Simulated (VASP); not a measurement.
ScAl3: single point with PBE

ScAl3:

```
CELL_PARAMETERS angstrom
3.81350 0.00000 0.00000
0.00000 3.81350 0.00000
0.00000 0.00000 3.81350
ATOMIC_POSITIONS crystal
Sc 0.00000 0.00000 0.00000
Al 0.50000 0.00000 0.50000
Al 0.00000 0.50000 0.50000
Al 0.50000 0.50000 0.00000
```

```json
{"Program": "VASP 6.6.1", "Task": "single point", "Functional": "PBE", "Potentials or basis": "VASP PAW PBE potentials, release 64 (Sc_sv, Al)", "Cutoff": "520 eV", "k mesh": "12 × 12 × 12", "Occupations": "gaussian, width 0.1 eV", "Spin": "no spin polarisation"}
```

The pressure is 30.1 GPa and the band gap on the k mesh is zero (bands 10 and 11 overlap by 4.46 eV).

Levels at points of the mesh, in eV from the Fermi level:
| k point | band 8 | band 9 | band 10 | band 11 | band 12 | band 13 |
| --- | --- | --- | --- | --- | --- | --- |
| (0.00, 0.00, 0.00) | -1.83 | -1.83 | -1.83 | 1.24 | 1.41 | 1.41 |
| (0.50, 0.00, 0.00) | -2.02 | -1.92 | 1.41 | 1.41 | 1.41 | 1.89 |
| (0.50, 0.50, 0.00) | -4.82 | -0.67 | -0.67 | 1.28 | 1.64 | 2.59 |
| (0.50, 0.50, 0.50) | -5.14 | -3.05 | -3.05 | -3.05 | 1.59 | 3.21 |

Run time: 100 s on 1 thread of Intel Xeon 8259CL, on a shared host, peak memory 0.21 GiB.

Caveat: the cell stands under pressure.
